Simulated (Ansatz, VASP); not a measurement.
## One calculation of Zr3S2, two programs

```
Zr S
1.0
     4.98571    0.00000    0.00000
    -2.49286    4.31775    0.00000
     0.00000    0.00000    4.87611
Zr S
3 2
Direct
  0.33333 0.66667 0.50000
  0.66667 0.33333 0.50000
  0.00000 0.00000 0.00000
  0.33333 0.66667 0.00000
  0.66667 0.33333 0.00000
```

Alike in both runs: task relaxation of cell and atoms; functional PBE; k mesh 6 × 6 × 4; occupations gaussian, width 0.1 eV; no spin polarisation.

```csv
,VASP,Ansatz
version,VASP 6.6.1,Ansatz 0.2.0
potentials or method,"VASP PAW PBE potentials, release 64 (Zr_sv, S), cutoff 600 eV","scalar-relativistic, plane waves, PAW"
valence electrons in the cell,48,48
```

Ansatz gave:

```
gap on the k mesh at the Fermi level, each at its own relaxed structure (eV) : none
relaxed volume (Å³/atom)                                                     : 20.89
relaxed cell length with the largest relative difference (Å)                 : 4.978
```

Estimate VASP's values.

gap on the k mesh at the Fermi level, each at its own relaxed structure (eV): none; relaxed volume (Å³/atom): 20.95; relaxed cell length with the largest relative difference (Å): 4.984.

A gap of «none» marks a metal or a gap that the smearing closes.
